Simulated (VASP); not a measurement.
**C: single point with PBE**

Crystal: C.

```xyz
2
Lattice="0.0000 1.7801 1.8335 1.7801 0.0000 1.8335 1.7801 1.7801 0.0000" Properties=species:S:1:pos:R:3 pbc="T T T"
C     0.0000    0.0000    0.0000
C     0.8901    0.8901    0.9168
```

This cell differs from its parent crystal: uniaxial z strain +3.0%.

```json
{
  "Program": "VASP 6.6.1",
  "Task": "single point",
  "Functional": "PBE",
  "Potentials or basis": "VASP PAW PBE potentials, release 64 (C)",
  "Cutoff": "520 eV",
  "k mesh": "6 × 6 × 6",
  "Occupations": "gaussian, width 0.01 eV",
  "Spin": "no spin polarisation",
  "Dipole correction": "no",
  "Further INCAR settings": "ALGO = Normal; EDIFF = 1e-06; NBANDS = 11"
}
```

```
Pressure               : -7.7 GPa
Band gap on the k mesh : 3.73 eV, indirect (least direct gap 5.26 eV)
```

Stress tensor (GPa, compression positive):
```
  1.49   0.00   0.00
  0.00   1.49   0.00
  0.00   0.00 -26.01
```

Levels at points of the mesh, in eV from the valence-band top:
| k point | band 1 | band 2 | band 3 | band 4 | band 5 | band 6 | band 7 | band 8 |
| --- | --- | --- | --- | --- | --- | --- | --- | --- |
| (0.00, 0.00, 0.00) | -21.31 | -0.45 | 0.00 | 0.00 | 5.26 | 5.26 | 5.62 | 12.62 |
| (0.50, 0.00, 0.00) | -15.67 | -13.26 | -3.15 | -2.62 | 7.68 | 8.32 | 8.78 | 15.33 |
| (0.50, 0.50, 0.00) | -13.04 | -13.04 | -6.01 | -6.01 | 5.01 | 5.01 | 16.18 | 16.18 |
| (0.50, 0.00, 0.50) | -12.60 | -12.60 | -6.44 | -6.44 | 4.34 | 4.34 | 16.30 | 16.30 |

Wall time 5.6 s on 1 thread of AMD EPYC 7R13 (shared host), peak memory 0.12 GiB.

Caveat: the k points lie up to 0.50 Å⁻¹ apart; the cell differs from its parent crystal (uniaxial z strain +3.0%). A k mesh can miss the band edges.
